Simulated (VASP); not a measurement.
# ZnS (P6_3mc) in VASP: further runs

The runs below take ZnS through single point, with PBE.

Program: VASP 6.6.1. These are calculated values, not measurements. Logs are shortened: lines on timing, memory, paths and dates and some standing lists are left out, and cuts for length are marked.

**1. The cell of the first run**

It takes space group P6_3mc (No. 186, hexagonal). Conventional cell: a = 3.684 Å, b = 3.684 Å, c = 18.109 Å, α = 90.00°, β = 90.00°, γ = 120.00°. Zn (site symmetry 3m) has 4 S at 2.26 Å within 3.0 Å. Within 3.0 Å of Zn (site symmetry 3m) lie 4 S at 2.26 Å. Zn (site symmetry 3m) has 4 S at 2.26 Å within 3.0 Å. Within 3.0 Å of S (site symmetry 3m) lie 4 Zn at 2.26 Å. S (site symmetry 3m) has 4 Zn at 2.26 Å within 3.0 Å. S (site symmetry 3m) has 4 Zn at 2.26 Å within 3.0 Å.

**2. Single point, PBE (17.74 Å³/atom)**

INCAR

```
SYSTEM = ZnS
PREC     = Accurate       ! precision mode
ENCUT    = 520            ! plane-wave cutoff, eV
EDIFF    = 1E-7           ! SCF threshold, eV
ISMEAR   = 0              ! smearing method
SIGMA    = 0.02           ! smearing width, eV
LREAL    = .FALSE.        ! projectors in reciprocal space
LASPH    = .TRUE.         ! aspherical terms in the spheres
NELM     = 60             ! most SCF steps
ALGO     = Normal         ! electronic algorithm
ISIF     = 2              ! what is computed and relaxed
LWAVE    = .FALSE.        ! write WAVECAR
LCHARG   = .FALSE.        ! write CHGCAR
GGA      = PE             ! functional
NBANDS   = 66             ! bands
```

KPOINTS

```
regular mesh
0
G
  12 12 2
  0 0 0
```

POSCAR

```
ZnS
1.0
    3.6841937656      0.0000000000      0.0000000000
   -1.8420968828      3.1906053935      0.0000000000
    0.0000000000      0.0000000000     18.1088975211
Zn S
6 6
Direct
    0.0000000000      0.0000000000      0.0001037981
    0.0000000000      0.0000000000      0.5001037981
    0.3333333333      0.6666666667      0.1669633853
    0.6666666667      0.3333333333      0.6669633853
    0.6666666667      0.3333333333      0.3333450588
    0.3333333333      0.6666666667      0.8333450588
    0.0000000000      0.0000000000      0.1250016122
    0.0000000000      0.0000000000      0.6250016122
    0.3333333333      0.6666666667      0.2915743710
    0.6666666667      0.3333333333      0.7915743710
    0.6666666667      0.3333333333      0.4580117746
    0.3333333333      0.6666666667      0.9580117746
```

Potentials or basis: VASP PAW PBE potentials, release 64 (Zn, S).

The run is started by

```bash
$ cat potpaw_PBE.64/Zn/POTCAR potpaw_PBE.64/S/POTCAR > POTCAR
$ mpirun -np 1 vasp_std > vasp.out
```

OUTCAR:

```text
SYSTEM = ZnS
   PREC = Accurate
   ENCUT = 520
   EDIFF = 1E-7
   ISMEAR = 0
   LREAL = .FALSE.
   LASPH = .TRUE.
   NELM = 60
   ISIF = 2
   GGA = PE

 ion  position               nearest neighbor table
   1  0.000  0.000  0.000-  12 2.26  12 2.26  12 2.26   7 2.26
   2  0.000  0.000  0.500-  11 2.26  11 2.26  11 2.26   8 2.26
   3  0.333  0.667  0.167-   9 2.26   7 2.26   7 2.26   7 2.26
   4  0.667  0.333  0.667-  10 2.26   8 2.26   8 2.26   8 2.26
   5  0.667  0.333  0.333-   9 2.26   9 2.26   9 2.26  11 2.26
   6  0.333  0.667  0.833-  10 2.26  10 2.26  10 2.26  12 2.26
   7  0.000  0.000  0.125-   3 2.26   3 2.26   3 2.26   1 2.26
   8  0.000  0.000  0.625-   4 2.26   4 2.26   4 2.26   2 2.26
   9  0.333  0.667  0.292-   3 2.26   5 2.26   5 2.26   5 2.26
  10  0.667  0.333  0.792-   4 2.26   6 2.26   6 2.26   6 2.26
  11  0.667  0.333  0.458-   5 2.26   2 2.26   2 2.26   2 2.26
  12  0.333  0.667  0.958-   6 2.26   1 2.26   1 2.26   1 2.26

  LATTYP: Found a hexagonal cell.
 ALAT       =     3.6841937656
 C/A-ratio  =     4.9152945456

  Lattice vectors:

 A1 = (   3.6841937656,   0.0000000000,   0.0000000000)
 A2 = (  -1.8420968828,   3.1906053935,   0.0000000000)
 A3 = (   0.0000000000,   0.0000000000,  18.1088975211)

Analysis of symmetry for initial positions (statically):
=====================================================================
 Subroutine PRICEL returns:
 Original cell was already a primitive cell.

 Routine SETGRP: Setting up the symmetry group for a
 hexagonal supercell.

 Subroutine GETGRP returns: Found 12 space group operations
 (whereof  6 operations were pure point group operations)
 out of a pool of 24 trial point group operations.

The static configuration has the point symmetry C_3v.
 The point group associated with its full space group is C_6v.

Analysis of symmetry for dynamics (positions and initial velocities):
=====================================================================
 Subroutine PRICEL returns:
 Original cell was already a primitive cell.

 Routine SETGRP: Setting up the symmetry group for a
 hexagonal supercell.

 Subroutine GETGRP returns: Found 12 space group operations
 (whereof  6 operations were pure point group operations)
 out of a pool of 24 trial point group operations.

The dynamic configuration has the point symmetry C_3v.
 The point group associated with its full space group is C_6v.

 Subroutine INISYM returns: Found 12 space group operations
 (whereof  6 operations are pure point group operations),
 and found     1 'primitive' translations

----------------------------------------------------------------------------------------

                                     Primitive cell

  volume of cell :     212.8666

  direct lattice vectors                    reciprocal lattice vectors
     3.684193766  0.000000000  0.000000000     0.271429806  0.156710072  0.000000000
    -1.842096883  3.190605393  0.000000000     0.000000000  0.313420143  0.000000000
     0.000000000  0.000000000 18.108897521     0.000000000  0.000000000  0.055221473

  length of vectors
     3.684193766  3.684193766 18.108897521     0.313420143  0.313420143  0.055221473

  position of ions in fractional coordinates (direct lattice)
     0.000000000  0.000000000  0.000103798
     0.000000000  0.000000000  0.500103798
     0.333333333  0.666666667  0.166963385
     0.666666667  0.333333333  0.666963385
     0.666666667  0.333333333  0.333345059
     0.333333333  0.666666667  0.833345059
     0.000000000  0.000000000  0.125001612
     0.000000000  0.000000000  0.625001612
     0.333333333  0.666666667  0.291574371
     0.666666667  0.333333333  0.791574371
     0.666666667  0.333333333  0.458011775
     0.333333333  0.666666667  0.958011775

  ion indices of the primitive-cell ions
   primitive index   ion index
                 1           1
                 2           2
                 3           3
                 4           4
                 5           5
                 6           6
                 7           7
                 8           8
                 9           9
                10          10
                11          11
                12          12

----------------------------------------------------------------------------------------

 KPOINTS: regular mesh

Automatic generation of k-mesh.
 Grid dimensions read from file:
 generate k-points for:   12   12    2

 Generating k-lattice:

  Cartesian coordinates                     Fractional coordinates (reciprocal lattice)
     0.022619151  0.013059173  0.000000000     0.083333333  0.000000000  0.000000000
     0.000000000  0.026118345  0.000000000     0.000000000  0.083333333  0.000000000
     0.000000000  0.000000000  0.027610737     0.000000000  0.000000000  0.500000000

  Length of vectors
     0.026118345  0.026118345  0.027610737

  Shift w.r.t. Gamma in fractional coordinates (k-lattice)
     0.000000000  0.000000000  0.000000000

 Subroutine IBZKPT returns following result:
 ===========================================

 Found     38 irreducible k-points:

 Following reciprocal coordinates:
            Coordinates               Weight
  0.000000  0.000000  0.000000      1.000000
  0.083333 -0.000000  0.000000      6.000000
  0.166667 -0.000000  0.000000      6.000000
  0.250000  0.000000  0.000000      6.000000
  0.333333 -0.000000  0.000000      6.000000
  0.416667  0.000000  0.000000      6.000000
[... 16 lines left out ...]
  0.250000  0.000000  0.500000      6.000000
  0.333333 -0.000000  0.500000      6.000000
 [... further k-points ...]
   k-points           NKPTS =     38   k-points in BZ     NKDIM =     38   number of bands    NBANDS=     66
   number of dos      NEDOS =    301   number of ions     NIONS =     12
   total plane-waves  NPLWV = 109760
   dimension x,y,z NGX =    28 NGY =   28 NGZ =  140
   dimension x,y,z NGXF=    56 NGYF=   56 NGZF=  280
   ions per type =               6   6
   NGX,Y,Z   is equivalent  to a cutoff of  12.63, 12.63, 12.85 a.u.
   NGXF,Y,Z  is equivalent  to a cutoff of  25.27, 25.27, 25.70 a.u.
 SYSTEM =  ZnS
   PREC   = accura    normal or accurate (medium, high low for compatibility)
   ISTART =      0    job   : 0-new  1-cont  2-samecut
   ICHARG =      2    charge: 1-file 2-atom 10-const
   ISPIN  =      1    spin polarized calculation?
   LNONCOLLINEAR =      F non collinear calculations
   LSORBIT =      F    spin-orbit coupling
   LASPH  =      T    aspherical Exc in radial PAW
   ENCUT  =  520.0 eV  38.22 Ry    6.18 a.u.   6.85  6.85 33.67*2*pi/ulx,y,z
   NELM   =     60;   NELMIN=  2; NELMDL= -5     # of ELM steps
   EDIFF  = 0.1E-06   stopping-criterion for ELM
   LREAL  =      F    real-space projection
   EDIFFG = 0.1E-05   stopping-criterion for IOM
   NSW    =      0    number of steps for IOM
   IBRION =     -1    ionic relax: 0-MD 1-quasi-New 2-CG
   NFREE  =      0    steps in history (QN), initial steepest desc. (CG)
   ISIF   =      2    stress and relaxation
   ISYM   =      2    0-nonsym 1-usesym 2-fastsym
   POTIM  = 0.5000    time-step for ionic-motion
   TEBEG  =    0.0;   TEEND  =   0.0 temperature during run
   PSTRESS=    0.0 pullay stress
   NELECT =     108.0000    total number of electrons
   NUPDOWN=      -1.0000    fix difference up-down
   EMIN   =  10.00;   EMAX   =-10.00  energy-range for DOS
   EFERMI =   0.00;   METHOD = LEGACY
   ISMEAR =     0;   SIGMA  =   0.02  broadening in eV -4-tet -1-fermi 0-gaus
   EFERMI_NEDOS =   21; number of points for ismear=-14 and -15
   IALGO  =     38    algorithm
   IMIX   =      4    mixing-type and parameters
     AMIX     =   0.40;   BMIX     =  1.00
     AMIX_MAG =   1.60;   BMIX_MAG =  1.00
  volume/ion in A,a.u.               =      17.74       119.71
  Fermi-wavevector in a.u.,A,eV,Ry     =   1.305710  2.467435 23.196299  1.704880
  Thomas-Fermi vector in A             =   2.436561
   LORBIT       =      0    0 simple, 1 ext, 2 COOP (PROOUT), +10 PAW based schemes
   GGA     = PE    functional components
   LHFCALC =     F    Hartree Fock is set to
   AEXX    =    0.0000 exact exchange contribution
   IVDW    =     0    specifies the selected vdW correction
   LEPSILON=     F    determine dielectric tensor
   LRPA    =     F    only Hartree local field effects (RPA)
 non-spin polarized calculation
 Gauss-broadening in eV      SIGMA  =   0.02
  energy-cutoff  :      520.00
  volume of cell :      212.87
 maximum number of plane-waves:      5778
 NGX is ok and might be reduce to    28
   NGX = 13   NGY = 13   NGZ = 67

 number of electron     108.0000007 magnetization

 Free energy of the ion-electron system (eV)
  ---------------------------------------------------
  ext. energy  EPLUGINS =         0.00000000
  ---------------------------------------------------
  free energy    TOTEN  =       -40.10644300 eV

  energy without entropy =      -40.10644300  energy(sigma->0) =      -40.10644300

 E-fermi :   3.2992     XC(G=0): -10.1378

 val. band max:        3.1744429476   @ k =   0.0000   0.0000   0.0000
 cond. band min:       5.7911730374   @ k =   0.0000   0.0000   0.0000
 fundamental gap:      2.6167300898
 Fermi energy:         3.2992271291

 k-point     1 :       0.0000    0.0000    0.0000
  band No.  band energies     occupation
      1     -10.7818      2.00000
      2     -10.5449      2.00000
      3     -10.5332      2.00000
      4      -9.9855      2.00000
      5      -9.9729      2.00000
      6      -9.6473      2.00000
[... 58 lines left out ...]
     65       9.5962      0.00000
     66       9.6857      0.00000

 k-point     2 :       0.0833   -0.0000    0.0000
  band No.  band energies     occupation
      1     -10.7256      2.00000
      2     -10.4926      2.00000
      3     -10.4810      2.00000
      4      -9.9446      2.00000
      5      -9.9319      2.00000
      6      -9.6150      2.00000
[... 58 lines left out ...]
     65       9.6319      0.00000
     66       9.7195      0.00000

 k-point     3 :       0.1667   -0.0000    0.0000
  band No.  band energies     occupation
      1     -10.5639      2.00000
      2     -10.3431      2.00000
      3     -10.3320      2.00000
      4      -9.8306      2.00000
      5      -9.8177      2.00000
      6      -9.5271      2.00000
[... 1438 lines left out ...]
     65      10.0693      0.00000
     66      10.0748      0.00000

 k-point    24 :       0.3333   -0.0000    0.5000
  band No.  band energies     occupation
      1      -9.9878      2.00000
      2      -9.9878      2.00000
      3      -9.6870      2.00000
      4      -9.6870      2.00000
      5      -9.3614      2.00000
      6      -9.3614      2.00000
[... 58 lines left out ...]
     65       9.9987      0.00000
     66       9.9987      0.00000

 [... further k-points ...]

------------------------ aborting loop because EDIFF is reached ----------------------------------------

  FORCE on cell =-STRESS in cart. coord.  units (eV):
  Direction    XX          YY          ZZ          XY          YZ          ZX
  --------------------------------------------------------------------------------------
  -------------------------------------------------------------------------------------
  Total       16.0556178     16.0556178     16.0576736      0.0000000      0.0000000      0.0000000
  in kB      120.8453750    120.8453750    120.8608486      0.0000000      0.0000000      0.0000000
  external PRESSURE =     120.8505328 kB  Pullay stress =       0.0000000 kB

 VOLUME and BASIS-vectors are now :
 -----------------------------------------------------------------------------
  energy-cutoff  :      520.00
  volume of cell :      212.87
      direct lattice vectors                 reciprocal lattice vectors
     3.684193766  0.000000000  0.000000000     0.271429806  0.156710072  0.000000000
    -1.842096883  3.190605393  0.000000000     0.000000000  0.313420143  0.000000000
     0.000000000  0.000000000 18.108897521     0.000000000  0.000000000  0.055221473

 POSITION                                       TOTAL-FORCE (eV/Angst)
 -----------------------------------------------------------------------------------
      0.00000      0.00000      0.00188         0.000000     -0.000000      0.000577
      0.00000      0.00000      9.05633        -0.000000      0.000000      0.000577
     -0.00000      2.12707      3.02352         0.000000      0.000000     -0.001752
      1.84210      1.06354     12.07797        -0.000000     -0.000000     -0.001752
      1.84210      1.06354      6.03651        -0.000000     -0.000000      0.002277
     -0.00000      2.12707     15.09096         0.000000     -0.000000      0.002277
      0.00000      0.00000      2.26364        -0.000000     -0.000000      0.000319
      0.00000      0.00000     11.31809         0.000000      0.000000      0.000319
     -0.00000      2.12707      5.28009         0.000000      0.000000     -0.000110
      1.84210      1.06354     14.33454        -0.000000     -0.000000     -0.000110
      1.84210      1.06354      8.29409         0.000000     -0.000000     -0.001311
     -0.00000      2.12707     17.34854         0.000000      0.000000     -0.001311
 -----------------------------------------------------------------------------------
    total drift:                               -0.000002     -0.000003      0.000382

  FREE ENERGIE OF THE ION-ELECTRON SYSTEM (eV)
  ---------------------------------------------------
  free  energy   TOTEN  =       -40.1064430021 eV

  energy  without entropy=      -40.1064430021  energy(sigma->0) =      -40.10644300
```

Run time: 13 min. Hardware: 1 thread of Intel Xeon Platinum 8375C at 2.90GHz (Ice Lake), shared host; peak memory 0.56 GiB.

What came out:

- Free energy: -40.1064 eV
- Pressure: 12.1 GPa
- Band gap on the k mesh: 2.62 eV

Forces on the atoms (eV/Å):
```
Zn   0.000  0.000  0.001
Zn   0.000  0.000  0.001
Zn   0.000  0.000 -0.002
Zn   0.000  0.000 -0.002
Zn   0.000  0.000  0.002
Zn   0.000  0.000  0.002
S    0.000  0.000  0.000
S    0.000  0.000  0.000
S    0.000  0.000  0.000
S    0.000  0.000  0.000
S    0.000  0.000 -0.001
S    0.000  0.000 -0.001
```

Levels at points of the mesh, in eV from the valence-band top:
| k point | band 50 | band 51 | band 52 | band 53 | band 54 | band 55 | band 56 | band 57 | band 58 | band 59 |
| --- | --- | --- | --- | --- | --- | --- | --- | --- | --- | --- |
| (0.00, 0.00, 0.00) | -0.29 | -0.29 | -0.05 | 0.00 | 0.00 | 2.62 | 3.43 | 3.56 | 3.63 | 3.73 |
| (0.50, 0.00, 0.00) | -1.75 | -1.49 | -1.48 | -1.31 | -1.03 | 3.37 | 3.45 | 3.62 | 3.90 | 3.98 |
| (0.00, 0.00, 0.50) | -0.56 | -0.08 | -0.08 | -0.08 | -0.08 | 3.09 | 3.09 | 3.48 | 3.48 | 3.83 |
| (0.50, 0.00, 0.50) | -1.89 | -1.44 | -1.44 | -1.16 | -1.16 | 3.29 | 3.29 | 3.82 | 3.82 | 4.14 |

Caveat: the cell stands under pressure. A k mesh can miss the band edges.

**3. Single point, PBE**

This run uses another cell than the first one, of 19.60 Å³/atom.

INCAR

```
PREC = Accurate
ENCUT = 520
EDIFF = 1E-7
ISMEAR = 0
SIGMA = 0.02
LREAL = False
LASPH = True
NELM = 60
ALGO = Normal
ISIF = 2
LWAVE = False
LCHARG = False
GGA = PE
NBANDS = 66
```

KPOINTS

```
Automatic mesh
0
Gamma
  12 12 2
```

POSCAR

```
ZnS
1.0
    3.8120000000      0.0000000000      0.0000000000
   -1.9060000000      3.3012888392      0.0000000000
    0.0000000000      0.0000000000     18.6899900000
Zn S
6 6
Direct
    0.0000000000      0.0000000000      0.0000000000
    0.0000000000      0.0000000000      0.5000000000
    0.3333333333      0.6666666667      0.1666700000
    0.6666666667      0.3333333333      0.6666700000
    0.6666666667      0.3333333333      0.3333300000
    0.3333333333      0.6666666667      0.8333300000
    0.0000000000      0.0000000000      0.1250000000
    0.0000000000      0.0000000000      0.6250000000
    0.3333333333      0.6666666667      0.2916700000
    0.6666666667      0.3333333333      0.7916700000
    0.6666666667      0.3333333333      0.4583300000
    0.3333333333      0.6666666667      0.9583300000
```

Potentials or basis: VASP PAW PBE potentials, release 64 (Zn, S).

The run is started by

```bash
$ cat potpaw_PBE.64/Zn/POTCAR potpaw_PBE.64/S/POTCAR > POTCAR
$ mpirun -np 1 vasp_std > vasp.out
```

Run time: 15 min. Hardware: 1 thread of Intel Xeon Platinum 8175M at 2.50GHz (Skylake/Cascade Lake), shared host; peak memory 0.59 GiB.

Results (log left out):

* Free energy: -41.0532 eV
* Pressure: 2.3 GPa
* Largest force: 0.030 eV/Å
* Band gap on the k mesh: 2.17 eV

Forces on the atoms (eV/Å):
```
Zn   0.000  0.000 -0.004
Zn   0.000  0.000 -0.004
Zn   0.000  0.000  0.015
Zn   0.000  0.000  0.015
Zn   0.000  0.000  0.001
Zn   0.000  0.000  0.001
S    0.000  0.000  0.025
S    0.000  0.000  0.025
S    0.000  0.000 -0.007
S    0.000  0.000 -0.007
S    0.000  0.000 -0.030
S    0.000  0.000 -0.030
```

Levels at points of the mesh, in eV from the valence-band top:
| k point | band 52 | band 53 | band 54 | band 55 | band 56 | band 57 |
| --- | --- | --- | --- | --- | --- | --- |
| (0.00, 0.00, 0.00) | -0.02 | 0.00 | 0.00 | 2.17 | 3.22 | 3.26 |
| (0.50, 0.00, 0.00) | -1.26 | -1.10 | -0.88 | 3.44 | 3.57 | 3.61 |
| (0.00, 0.00, 0.50) | -0.07 | -0.07 | -0.07 | 2.65 | 2.65 | 3.28 |
| (0.50, 0.00, 0.50) | -1.22 | -0.99 | -0.99 | 3.37 | 3.37 | 3.85 |

A k mesh can miss the band edges. A hybrid or GW would open this gap; PBE tends to underestimate it.
